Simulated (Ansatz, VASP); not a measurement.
## AlCu: VASP beside Ansatz

File INCAR:

```
SYSTEM = AlCu
PREC     = Accurate       ! precision mode
ENCUT    = 520            ! plane-wave cutoff, eV
EDIFF    = 1E-7           ! SCF threshold, eV
ISMEAR   = 0              ! smearing method
SIGMA    = 0.15           ! smearing width, eV
LREAL    = .FALSE.        ! projectors in reciprocal space
LASPH    = .TRUE.         ! aspherical terms in the spheres
NELM     = 80             ! most SCF steps
ALGO     = Fast           ! electronic algorithm
ISIF     = 2              ! what is computed and relaxed
LWAVE    = .FALSE.        ! write WAVECAR
LCHARG   = .FALSE.        ! write CHGCAR
GGA      = PS             ! functional
NBANDS   = 14             ! bands
```

Contents of KPOINTS:

```
regular mesh
0
G
  20 20 20
  0 0 0
```

File POSCAR:

```
AlCu
1.0
    2.9560037103     -0.0886801113      0.0000000000
   -0.0886801113      2.9560037103      0.0000000000
    0.0000000000      0.0000000000      2.9560037103
Al Cu
1 1
Direct
    0.0000000000      0.0000000000      0.0000000000
    0.5000000000      0.5000000000      0.5000000000
```

Input for Ansatz:

```yaml
crystal:
  lattice:
    - [2.9560037103, -0.0886801113, 0.0]
    - [-0.0886801113, 2.9560037103, 0.0]
    - [0.0, 0.0, 2.9560037103]
  atoms:
    - { symbol: Al, position: [0.0, 0.0, 0.0] }
    - { symbol: Cu, position: [0.5, 0.5, 0.5] }
basis:
  ecutwfc: 420
kpoints:
  mp_grid: { grid: [20, 20, 20] }
hamiltonian:
  xc: pbesol
scf:
  occupations: { method: gaussian, width: 0.15 }
output:
  forces: true
  stress: true
  eigenvalues: true
```

Change from the starting cell: strain -0.0600 x Voigt [0, 0, 0, 0, 0, 1], atoms carried along.

Alike in both runs: task single point; functional PBEsol; k mesh 20 × 20 × 20; occupations gaussian, width 0.15 eV; no spin polarisation.

|  | VASP | Ansatz |
| --- | --- | --- |
| version | VASP 6.6.1 | Ansatz 0.2.0 |
| potentials or method | VASP PAW PBE potentials, release 64 (Al, Cu), cutoff 520 eV | scalar-relativistic, plane waves, PAW |
| valence electrons in the cell | 14 | 22 |

Ansatz gave:

```
gap on the k mesh at the Fermi level (eV)                     : none
pressure (GPa)                                                : 0.7
traceless stress, the component that is largest in VASP (GPa) : 3.36
```

**Question.** What did VASP give for the same quantities?

**Answer.** gap on the k mesh at the Fermi level (eV): none; pressure (GPa): 0.7; traceless stress, the component that is largest in VASP (GPa): 3.35.

VASP's potentials were made for PBE, not for PBEsol. A gap of «none» marks a metal or a gap that the smearing closes. With one functional, cell and mesh, what is left measures potentials, basis and numerics. VASP's potentials hold 14 valence electrons a cell and Ansatz's 22, so a difference there can come from the potentials and not from the codes.
